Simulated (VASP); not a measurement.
# NaI: single point with PBE0

The system is NaI.

```
Na I
1.0
     0.00000    3.22972    3.22972
     3.22972    0.00000    3.22972
     3.22972    3.22972    0.00000
Na I
1 1
Direct
  0.00000 0.00000 0.00000
  0.50000 0.50000 0.50000
```

```
Program                            : VASP 6.6.1
Task                               : single point
Functional                         : PBE0
Potentials or basis                : VASP PAW PBE potentials, release 64 (Na_pv, I)
Cutoff                             : 520 eV
k mesh                             : 4 × 4 × 4
Occupations                        : gaussian, width 0.01 eV
Spin                               : no spin polarisation
Dipole correction                  : no
Grid for exact exchange (PRECFOCK) : Normal
Further INCAR settings             : ALGO = Normal; EDIFF = 1e-06; NBANDS = 14
```

```yaml
Pressure: 0.2 GPa
Band_gap_on_the_k_mesh: 5.37 eV, direct
```

Levels at points of the mesh, in eV from the valence-band top:
```csv
k point,band 5,band 6,band 7,band 8,band 9,band 10
"(0.00, 0.00, 0.00)",0.00,0.00,0.00,5.37,9.75,9.75
"(0.50, 0.00, 0.00)",-2.40,-0.31,-0.31,6.78,9.28,9.28
"(0.50, 0.50, 0.00)",-2.11,-0.83,-0.83,6.26,7.21,11.86
```

Run time: 6.8 min on 1 thread of Intel(R) Xeon(R) Platinum 8259CL CPU @ 2.50GHz (Skylake/Cascade Lake), with other jobs on the host, peak memory 0.21 GiB.

Caveat: the k points lie up to 0.42 Å⁻¹ apart; the PAW data sets were made with another functional, which shifts forces and pressure a little; spin-orbit coupling is left out, which moves the levels of the heavy elements.
